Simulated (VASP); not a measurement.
Crystal: WS2.

```xyz
3
Lattice="1.5859 0.9156 6.2375 -1.5859 0.9156 6.2375 0.0000 -1.8312 6.2375" Properties=species:S:1:pos:R:3 pbc="T T T"
W     0.0000    0.0000   -0.0002
S     0.0000    0.0000    7.7993
S     0.0000    0.0000    4.6759
```

Base run:

```yaml
Program: VASP 6.6.1
Functional: r2SCAN
Potentials_or_basis: VASP PAW PBE potentials, release 64 (W_sv, S)
Cutoff: 520 eV
k_mesh: 8 × 8 × 8
Occupations: gaussian, width 0.01 eV
Spin: no spin polarisation
```

Its results: band gap on the k mesh 1.35 eV (least direct gap 2.40 eV); pressure 1.4 GPa; largest force 0.031 eV/Å.

Q: The run is repeated on the same cell with these changes: functional from r2SCAN to PBE. What comes out?

A: Band gap on the k mesh 1.24 eV (least direct gap 2.26 eV); pressure 3.2 GPa; largest force 0.197 eV/Å.

Caveats: spin-orbit coupling is left out, which moves the levels of the heavy elements; the PAW data sets were made with another functional, which shifts forces and pressure a little (at least some runs); the cell stands under pressure (at least some runs).

A k mesh can miss the band edges.
